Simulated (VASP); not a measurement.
Input of a VASP 6.6.1 run:

File POSCAR:

```
MgS
1.0
    0.0000000000      2.8319511661      2.8319511661
    2.8319511661      0.0000000000      2.8319511661
    2.8319511661      2.8319511661      0.0000000000
Mg S
1 1
Direct
    0.0000000000      0.0000000000      0.0000000000
    0.2500000000      0.2500000000      0.2500000000
```

INCAR.step1

```
SYSTEM = MgS
PREC = Accurate
ENCUT = 660
ISMEAR = 0
SIGMA = 0.02
LREAL = .False.
LASPH = .True.
NELM = 120
NBANDS = 11
GGA = PE
ALGO = Normal
EDIFF = 1E-5
LWAVE = .True.
LCHARG = .False.
GGA_COMPAT = .False.
```

File INCAR.step2:

```
SYSTEM = MgS
PREC = Accurate
ENCUT = 660
EDIFF = 1E-6
ISMEAR = 0
SIGMA = 0.02
LREAL = .False.
LASPH = .True.
NELM = 120
ALGO = Normal
ISIF = 2
LWAVE = .False.
LCHARG = .False.
METAGGA = R2SCAN
LMIXTAU = .True.
NBANDS = 11
ISTART = 1
GGA_COMPAT = .False.
```

File KPOINTS:

```
regular mesh
0
Gamma
  8 8 8
  0 0 0
```

Potentials or basis: VASP PAW PBE potentials, release 64 (Mg, S).

Run with:

```sh
$ cat potpaw_PBE.64/Mg/POTCAR potpaw_PBE.64/S/POTCAR > POTCAR
$ cp INCAR.step1 INCAR
$ mpirun -np 1 vasp_std > vasp.out
$ cp INCAR.step2 INCAR
$ mpirun -np 1 vasp_std > vasp.out
```

**Question.** Predict the pressure.

**Answer.** -0.3 GPa.

**Question.** What does it give for the band gap on the k mesh?

**Answer.** 4.12 eV.

Caveat: the PAW data sets were made with another functional, which shifts forces and pressure a little. A k mesh can miss the band edges.
